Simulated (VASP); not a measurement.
# YAlC4N4 (P4/mmm) in VASP: further runs, part 2 of 2

VASP 6.6.1. Earlier steps stand in the parts before.

### Step 3. Single point, PBE

This run uses another cell than the first one, of the same volume but with other edges.

File INCAR:

```
ALGO = Normal
EDIFF = 1E-6
ENCUT = 520
GGA = PE
ISIF = 2
ISMEAR = 0
LASPH = True
LCHARG = False
LREAL = False
LWAVE = False
NBANDS = 36
NELM = 100
PREC = Accurate
SIGMA = 0.1
```

File KPOINTS:

```
k-points
0
Gamma
  4 4 4
```

File POSCAR:

```
YAlC4N4
1.0
    7.7713887740      0.0000000000      0.0000000000
    0.0000000000      7.7713887740      0.0000000000
    0.0000000000      0.0000000000      3.6642120227
Y Al C N
1 1 4 4
Direct
    0.5000000000      0.5000000000      0.0000000000
    0.0000000000      0.0000000000      0.0000000000
    0.1819358859      0.8180641141      0.0000000000
    0.8180641141      0.1819358859      0.0000000000
    0.1819358859      0.1819358859      0.0000000000
    0.8180641141      0.8180641141      0.0000000000
    0.2887733477      0.7112266523      0.0000000000
    0.7112266523      0.2887733477      0.0000000000
    0.2887733477      0.2887733477      0.0000000000
    0.7112266523      0.7112266523      0.0000000000
```

Potentials or basis: VASP PAW PBE potentials, release 64 (Y_sv, Al, C, N).

Started as:

```console
> cat potpaw_PBE.64/Y_sv/POTCAR potpaw_PBE.64/Al/POTCAR potpaw_PBE.64/C/POTCAR potpaw_PBE.64/N/POTCAR > POTCAR
> mpirun -np 1 vasp_std > vasp.out
```

OUTCAR:

```text
EDIFF = 1E-6
   ENCUT = 520
   GGA = PE
   ISIF = 2
   ISMEAR = 0
   LASPH = True
   LREAL = False
   NELM = 100
   PREC = Accurate

 ion  position               nearest neighbor table
   1  0.500  0.500  0.000-   7 2.32   8 2.32   9 2.32  10 2.32
   2  0.000  0.000  0.000-   3 2.00   4 2.00   5 2.00   6 2.00
   3  0.182  0.818  0.000-   7 1.17   2 2.00
   4  0.818  0.182  0.000-   8 1.17   2 2.00
   5  0.182  0.182  0.000-   9 1.17   2 2.00
   6  0.818  0.818  0.000-  10 1.17   2 2.00
[... 914 lines left out ...]
  Total        1.0295922      1.0295922     -0.2759414      0.0000000      0.0000000      0.0000000
  in kB        7.4541475      7.4541475     -1.9977886      0.0000000      0.0000000      0.0000000
  external PRESSURE =       4.3035021 kB  Pullay stress =       0.0000000 kB

 VOLUME and BASIS-vectors are now :
 -----------------------------------------------------------------------------
  energy-cutoff  :      520.00
  volume of cell :      221.30
      direct lattice vectors                 reciprocal lattice vectors
     7.771388774  0.000000000  0.000000000     0.128677130  0.000000000  0.000000000
     0.000000000  7.771388774  0.000000000     0.000000000  0.128677130  0.000000000
     0.000000000  0.000000000  3.664212023     0.000000000  0.000000000  0.272909972

 POSITION                                       TOTAL-FORCE (eV/Angst)
 -----------------------------------------------------------------------------------
      3.88569      3.88569      0.00000        -0.000000     -0.000000     -0.000000
      0.00000      0.00000      0.00000        -0.000000     -0.000000     -0.000000
      1.41389      6.35749      0.00000        -0.253537      0.253537     -0.000000
      6.35749      1.41389      0.00000         0.253537     -0.253537      0.000000
      1.41389      1.41389      0.00000        -0.253537     -0.253537     -0.000000
      6.35749      6.35749      0.00000         0.253537      0.253537      0.000000
      2.24417      5.52722      0.00000         0.259245     -0.259245     -0.000000
      5.52722      2.24417      0.00000        -0.259245      0.259245      0.000000
      2.24417      2.24417      0.00000         0.259245      0.259245     -0.000000
      5.52722      5.52722      0.00000        -0.259245     -0.259245     -0.000000
 -----------------------------------------------------------------------------------
    total drift:                                0.000000      0.000000     -0.000000

  FREE ENERGIE OF THE ION-ELECTRON SYSTEM (eV)
  ---------------------------------------------------
  free  energy   TOTEN  =       -79.8456895484 eV

  energy  without entropy=      -79.8392151996  energy(sigma->0) =      -79.84245237
```

OSZICAR:

```text
N       E                     dE             d eps       ncg     rms          rms(c)
DAV:   1     0.296721286757E+03    0.29672E+03   -0.22221E+04  1304   0.118E+03
DAV:   2    -0.549706802565E+02   -0.35169E+03   -0.33763E+03  1780   0.282E+02
DAV:   3    -0.891089626724E+02   -0.34138E+02   -0.33811E+02  1936   0.844E+01
DAV:   4    -0.903140634800E+02   -0.12051E+01   -0.12012E+01  1892   0.143E+01
DAV:   5    -0.903554588645E+02   -0.41395E-01   -0.41388E-01  1892   0.218E+00    0.288E+01
DAV:   6    -0.805229781538E+02    0.98325E+01   -0.30095E+01  1572   0.254E+01    0.255E+01
DAV:   7    -0.799671951633E+02    0.55578E+00   -0.28519E+00  1848   0.799E+00    0.186E+01
DAV:   8    -0.799255577624E+02    0.41637E-01   -0.17880E+00  1656   0.456E+00    0.330E+00
DAV:   9    -0.798541330523E+02    0.71425E-01   -0.20136E-01  1660   0.195E+00    0.165E+00
DAV:  10    -0.798510909905E+02    0.30421E-02   -0.19236E-01  1688   0.102E+00    0.175E+00
DAV:  11    -0.798455403890E+02    0.55506E-02   -0.32008E-02  1684   0.447E-01    0.566E-01
DAV:  12    -0.798476321576E+02   -0.20918E-02   -0.57653E-03  1584   0.211E-01    0.658E-01
DAV:  13    -0.798457784656E+02    0.18537E-02   -0.88546E-03  1612   0.190E-01    0.408E-02
DAV:  14    -0.798457188951E+02    0.59571E-04   -0.29332E-04  1916   0.758E-02    0.114E-01
DAV:  15    -0.798456988965E+02    0.19999E-04   -0.55528E-05  1648   0.325E-02    0.226E-02
DAV:  16    -0.798456897132E+02    0.91833E-05   -0.21159E-05  1748   0.162E-02    0.105E-02
DAV:  17    -0.798456895484E+02    0.16481E-06   -0.27646E-06  1180   0.468E-03
   1 F= -.79845690E+02 E0= -.79842452E+02  d E =-.647435E-02
```

It took 2.4 min on 1 thread of Intel Xeon Platinum 8259CL at 2.50GHz (Skylake/Cascade Lake), shared host; peak memory 0.39 GiB.

Results:

- Free energy: -79.8457 eV
- Pressure: 0.4 GPa
- Largest force: 0.367 eV/Å

Forces in eV/Å, atoms in the order of the input:
```
Y    0.000  0.000  0.000
Al   0.000  0.000  0.000
C   -0.254  0.254  0.000
C    0.254 -0.254  0.000
C   -0.254 -0.254  0.000
C    0.254  0.254  0.000
N    0.259 -0.259  0.000
N   -0.259  0.259  0.000
N    0.259  0.259  0.000
N   -0.259 -0.259  0.000
```

Levels at points of the mesh, in eV from the Fermi level:
```csv
k point,band 21,band 22,band 23,band 24,band 25,band 26,band 27,band 28,band 29,band 30
"(0.00, 0.00, 0.00)",-4.74,-4.54,-4.54,-4.35,-1.17,0.10,1.84,2.08,2.08,2.31
"(0.50, 0.00, 0.00)",-4.65,-4.64,-4.64,-4.09,-1.16,1.13,1.35,1.37,2.36,2.42
"(0.50, 0.50, 0.00)",-4.69,-4.69,-4.62,-4.40,-1.15,1.58,1.78,1.97,2.09,2.09
"(0.00, 0.00, 0.50)",-4.74,-4.74,-4.47,-4.16,-1.20,0.22,0.22,0.42,2.66,3.19
"(0.50, 0.00, 0.50)",-5.06,-4.69,-4.54,-3.90,-1.35,0.60,0.99,1.41,1.48,1.66
"(0.50, 0.50, 0.50)",-5.08,-4.57,-4.57,-4.19,-0.94,0.26,0.26,1.64,1.86,2.03
```

Caveat: the k points lie up to 0.43 Å⁻¹ apart.

### Step 4. Single point, PBE

This run uses another cell than the first one, of 21.95 Å³/atom.

File INCAR:

```
SYSTEM = YAlC4N4
  PREC = Accurate
  ENCUT = 520
  EDIFF = 1E-7
  ISMEAR = 0
  SIGMA = 0.1
  LREAL = .False.
  LASPH = .True.
  NELM = 100
  ALGO = Normal
  ISIF = 2
  LWAVE = .False.
  LCHARG = .False.
  GGA = PE
  NBANDS = 36
```

File KPOINTS:

```
regular mesh
0
Gamma
  2 2 6
  0 0 0
```

File POSCAR:

```
YAlC4N4
1.0
    7.8341416093      0.0000000000      0.0000000000
    0.0000000000      7.8341416093      0.0000000000
    0.0000000000      0.0000000000      3.5771301704
Y Al C N
1 1 4 4
Direct
    0.5000000000      0.5000000000      0.0000000000
    0.0000000000      0.0000000000      0.0000000000
    0.1812541070      0.8187458930      0.0000000000
    0.8187458930      0.1812541070      0.0000000000
    0.1812541070      0.1812541070      0.0000000000
    0.8187458930      0.8187458930      0.0000000000
    0.2868611971      0.7131388029      0.0000000000
    0.7131388029      0.2868611971      0.0000000000
    0.2868611971      0.2868611971      0.0000000000
    0.7131388029      0.7131388029      0.0000000000
```

Started as:

```console
> cat potpaw_PBE.64/Y_sv/POTCAR potpaw_PBE.64/Al/POTCAR potpaw_PBE.64/C/POTCAR potpaw_PBE.64/N/POTCAR > POTCAR
> mpirun -np 1 vasp_std > vasp.out
```

Wall time 1.7 min (1 thread of Intel Xeon Platinum 8259CL at 2.50GHz (Skylake/Cascade Lake), shared host); peak memory 0.37 GiB.

The run converged. Its results:

```yaml
Free_energy: -79.9314 eV
Pressure: 0.4 GPa
Largest_force: 0.420 eV/Å
Band_gap_on_the_k_mesh: 0.23 eV (least direct gap 0.31 eV)
```

Forces on the atoms (eV/Å):
```
Y    0.000  0.000  0.000
Al   0.000  0.000  0.000
C   -0.284  0.284  0.000
C    0.284 -0.284  0.000
C   -0.284 -0.284  0.000
C    0.284  0.284  0.000
N    0.297 -0.297  0.000
N   -0.297  0.297  0.000
N    0.297  0.297  0.000
N   -0.297 -0.297  0.000
```

Stress tensor (GPa, compression positive):
```
 0.62  0.00  0.00
 0.00  0.62  0.00
 0.00  0.00 -0.12
```

Levels at points of the mesh, in eV from the valence-band top:
```csv
k point,band 23,band 24,band 25,band 26,band 27,band 28
"(0.00, 0.00, 0.00)",-4.51,-4.44,-0.65,0.23,1.96,1.97
"(0.50, 0.00, 0.00)",-4.59,-4.20,-0.64,1.28,1.33,1.64
"(0.50, 0.50, 0.00)",-4.57,-4.51,-0.63,1.73,1.76,2.05
"(0.00, 0.00, 0.50)",-4.50,-4.22,-1.41,0.40,0.40,0.61
"(0.50, 0.00, 0.50)",-4.57,-3.98,-1.50,0.85,1.06,1.63
"(0.50, 0.50, 0.50)",-4.60,-4.26,-1.20,0.44,0.44,1.86
```

A k mesh can miss the band edges.

### Step 5. Relaxation of cell and atoms, PBE

File INCAR:

```
ALGO     = Normal         # electronic algorithm
EDIFF    = 1E-6           # SCF threshold, eV
EDIFFG   = -0.04          # ionic threshold
ENCUT    = 600            # plane-wave cutoff, eV
GGA      = PE             # functional
IBRION   = 2              # ionic algorithm
ISIF     = 3              # what is computed and relaxed
ISMEAR   = 0              # smearing method
LASPH    = True           # aspherical terms in the spheres
LCHARG   = False          # write CHGCAR
LREAL    = False          # projectors in reciprocal space
LWAVE    = False          # write WAVECAR
NELM     = 80             # most SCF steps
NSW      = 90             # ionic steps
PREC     = Accurate       # precision mode
SIGMA    = 0.1            # smearing width, eV
```

File KPOINTS:

```
k-points
0
Gamma
  4 4 4
```

File POSCAR:

```
YAlC4N4
1.0
    7.4316922700      0.0000000000      0.0000000000
    0.0000000000      7.4316922700      0.0000000000
    0.0000000000      0.0000000000      4.0123255300
Y Al C N
1 1 4 4
Direct
    0.5000000000      0.5000000000      0.0000000000
    0.0000000000      0.0000000000      0.0000000000
    0.1784015200      0.8215984800      0.0000000000
    0.8215984800      0.1784015200      0.0000000000
    0.1784015200      0.1784015200      0.0000000000
    0.8215984800      0.8215984800      0.0000000000
    0.2897240700      0.7102759300      0.0000000000
    0.7102759300      0.2897240700      0.0000000000
    0.2897240700      0.2897240700      0.0000000000
    0.7102759300      0.7102759300      0.0000000000
```

Started as:

```console
> cat potpaw_PBE.64/Y_sv/POTCAR potpaw_PBE.64/Al/POTCAR potpaw_PBE.64/C/POTCAR potpaw_PBE.64/N/POTCAR > POTCAR
> mpirun -np 1 vasp_std > vasp.out
```

Run time: 35 min. Hardware: 1 thread of Intel Xeon Platinum 8259CL at 2.50GHz (Skylake/Cascade Lake), shared host; peak memory 0.48 GiB.

The run converged. Its results:

| Property | Result |
| --- | --- |
| Free energy | -79.8625 eV |
| Relaxed volume | 21.99 Å³/atom |
| Relaxed cell | a = 7.779 Å, b = 7.779 Å, c = 3.634 Å, α = 90.00°, β = 90.00°, γ = 90.00° |
| Space group after relaxing (to 0.1 Å) | P4/mmm (No. 123) |
| Pressure after relaxing | -0.1 GPa |
| Largest force after relaxing | 0.023 eV/Å |

Forces in eV/Å, atoms in the order of the input:
```
Y    0.000  0.000  0.000
Al   0.000  0.000  0.000
C   -0.007  0.007  0.000
C    0.007 -0.007  0.000
C   -0.007 -0.007  0.000
C    0.007  0.007  0.000
N   -0.016  0.016  0.000
N    0.016 -0.016  0.000
N   -0.016 -0.016  0.000
N    0.016  0.016  0.000
```

Final structure:
```
CELL_PARAMETERS angstrom
7.77943 0.00000 0.00000
0.00000 7.77943 0.00000
0.00000 0.00000 3.63363
ATOMIC_POSITIONS crystal
Y 0.50000 0.50000 0.00000
Al 0.00000 0.00000 0.00000
C 0.18202 0.81798 0.00000
C 0.81798 0.18202 0.00000
C 0.18202 0.18202 0.00000
C 0.81798 0.81798 0.00000
N 0.28906 0.71094 0.00000
N 0.71094 0.28906 0.00000
N 0.28906 0.28906 0.00000
N 0.71094 0.71094 0.00000
```

Levels at points of the mesh, in eV from the Fermi level:
| k point | band 23 | band 24 | band 25 | band 26 | band 27 | band 28 |
| --- | --- | --- | --- | --- | --- | --- |
| (0.00, 0.00, 0.00) | -4.49 | -4.35 | -1.20 | 0.09 | 1.89 | 2.12 |
| (0.50, 0.00, 0.00) | -4.59 | -4.09 | -1.19 | 1.12 | 1.33 | 1.42 |
| (0.50, 0.50, 0.00) | -4.56 | -4.40 | -1.18 | 1.58 | 1.76 | 2.02 |
| (0.00, 0.00, 0.50) | -4.43 | -4.16 | -1.23 | 0.19 | 0.19 | 0.42 |
| (0.50, 0.00, 0.50) | -4.50 | -3.89 | -1.38 | 0.57 | 0.97 | 1.42 |
| (0.50, 0.50, 0.50) | -4.54 | -4.18 | -0.97 | 0.23 | 0.23 | 1.64 |

Caveat: the k points lie up to 0.43 Å⁻¹ apart in the final cell.

### Step 6. Relaxation of cell and atoms, PBE

This run uses another cell than the first one, of the same volume but with other edges.

File INCAR:

```
PREC = Accurate
ENCUT = 600
EDIFF = 1E-6
ISMEAR = 0
SIGMA = 0.1
LREAL = F
LASPH = T
NELM = 60
ALGO = Normal
ISIF = 3
LWAVE = F
LCHARG = F
GGA = PE
IBRION = 2
NSW = 90
EDIFFG = -0.04
```

File KPOINTS:

```
Automatic mesh
0
Gamma
  2 2 6
```

File POSCAR:

```
YAlC4N4
1.0
    7.7713887740      0.0000000000      0.0000000000
    0.0000000000      7.7713887740      0.0000000000
    0.0000000000      0.0000000000      3.6642120227
Y Al C N
1 1 4 4
Direct
    0.5000000000      0.5000000000      0.0000000000
    0.0000000000      0.0000000000      0.0000000000
    0.1819358859      0.8180641141      0.0000000000
    0.8180641141      0.1819358859      0.0000000000
    0.1819358859      0.1819358859      0.0000000000
    0.8180641141      0.8180641141      0.0000000000
    0.2887733477      0.7112266523      0.0000000000
    0.7112266523      0.2887733477      0.0000000000
    0.2887733477      0.2887733477      0.0000000000
    0.7112266523      0.7112266523      0.0000000000
```

Potentials or basis: VASP PAW PBE potentials, release 64 (Y_sv, Al, C, N).

Started as:

```console
> cat potpaw_PBE.64/Y_sv/POTCAR potpaw_PBE.64/Al/POTCAR potpaw_PBE.64/C/POTCAR potpaw_PBE.64/N/POTCAR > POTCAR
> mpirun -np 1 vasp_std > vasp.out
```

It took 14 min on 1 thread of Intel Xeon Platinum 8259CL at 2.50GHz (Skylake/Cascade Lake), shared host; peak memory 0.45 GiB.

It converged, with:

- Free energy: -79.9484 eV
- Relaxed volume: 21.74 Å³/atom
- Relaxed cell: a = 7.832 Å, b = 7.832 Å, c = 3.545 Å, α = 90.00°, β = 90.00°, γ = 90.00°
- Space group after relaxing (to 0.1 Å): P4/mmm (No. 123)
- Energy gained by relaxing: 3.6 meV/atom
- Ionic steps: 14
- Pressure after relaxing: 0.1 GPa
- Largest force after relaxing: 0.033 eV/Å
- Band gap on the k mesh: 0.21 eV (least direct gap 0.31 eV)

Forces in eV/Å, atoms in the order of the input:
```
Y    0.000  0.000  0.000
Al   0.000  0.000  0.000
C   -0.002  0.002  0.000
C    0.002 -0.002  0.000
C   -0.002 -0.002  0.000
C    0.002  0.002  0.000
N    0.023 -0.023  0.000
N   -0.023  0.023  0.000
N    0.023  0.023  0.000
N   -0.023 -0.023  0.000
```

The path:
```tsv
step	energy change (eV)	largest force (eV/Å)	pressure (GPa)	volume (Å³)
1	0.0000	0.2467	0.61	221.30
2	-0.0184	0.5486	0.07	223.99
3	-0.0191	0.4533	0.14	223.57
4	-0.0136	0.6891	-1.36	224.85
5	-0.0226	0.1038	-0.44	224.06
6	-0.0247	0.0864	-0.39	223.71
7	-0.0295	0.0312	-0.31	222.67
8	-0.0330	0.0777	-0.09	220.60
9	-0.0342	0.1521	-0.17	220.00
10	-0.0346	0.2702	-0.27	219.31
11	-0.0347	0.2578	-0.26	219.22
12	-0.0352	0.2208	-0.21	218.97
13	-0.0360	0.1464	-0.12	218.46
14	-0.0363	0.0330	0.08	217.44
```

Final structure:
```
Y Al C N
1.0
     7.83191    0.00000    0.00000
     0.00000    7.83191    0.00000
     0.00000    0.00000    3.54493
Y Al C N
1 1 4 4
Direct
  0.50000 0.50000 0.00000
  0.00000 0.00000 0.00000
  0.18108 0.81892 0.00000
  0.81892 0.18108 0.00000
  0.18108 0.18108 0.00000
  0.81892 0.81892 0.00000
  0.28700 0.71300 0.00000
  0.71300 0.28700 0.00000
  0.28700 0.28700 0.00000
  0.71300 0.71300 0.00000
```

Levels at points of the mesh, in eV from the valence-band top:
```csv
k point,band 23,band 24,band 25,band 26,band 27,band 28
"(0.00, 0.00, 0.00)",-4.45,-4.44,-0.67,0.21,1.96,2.00
"(0.50, 0.00, 0.00)",-4.53,-4.20,-0.66,1.28,1.31,1.68
"(0.50, 0.50, 0.00)",-4.51,-4.51,-0.65,1.71,1.76,2.04
"(0.00, 0.00, 0.50)",-4.47,-4.21,-1.45,0.37,0.37,0.61
"(0.50, 0.00, 0.50)",-4.54,-3.97,-1.55,0.82,1.03,1.62
"(0.50, 0.50, 0.50)",-4.57,-4.25,-1.24,0.40,0.40,1.86
```

### Step 7. Overview

| task | cell | k mesh | cutoff (eV) | gap on the mesh (eV) | pressure (GPa) | relaxed volume (Å³/atom) | largest force (eV/Å) |
| --- | --- | --- | --- | --- | --- | --- | --- |
| single point | a = 7.432, b = 7.432, c = 4.012 Å, 10 atoms, atomic positions A | 4 × 4 × 4 | 520 | none | 7.7 | - | 0.77 |
| single point | a = 7.771, b = 7.771, c = 3.664 Å, 10 atoms, atomic positions B | 4 × 4 × 4 | 520 | - | 0.4 | - | 0.37 |
| single point | a = 7.834, b = 7.834, c = 3.577 Å, 10 atoms, atomic positions C | 2 × 2 × 6 | 520 | 0.23 | 0.4 | - | 0.42 |
| relaxation of cell and atoms | relaxed from a = 7.432, b = 7.432, c = 4.012 Å, 10 atoms, atomic positions A | 4 × 4 × 4 | 600 | - | -0.1 | 21.99 | 0.02 |
| relaxation of cell and atoms | relaxed from a = 7.771, b = 7.771, c = 3.664 Å, 10 atoms, atomic positions B | 2 × 2 × 6 | 600 | 0.21 | 0.1 | 21.74 | 0.03 |

Alike in all rows: level PBE; potentials or basis VASP PAW PBE potentials, release 64 (Y_sv, Al, C, N); no spin polarisation; smearing gaussian 0.1 eV.

Caveats: some runs use coarse meshes.

Total energies depend on the potentials used, so only differences within one code and one set of settings carry meaning.
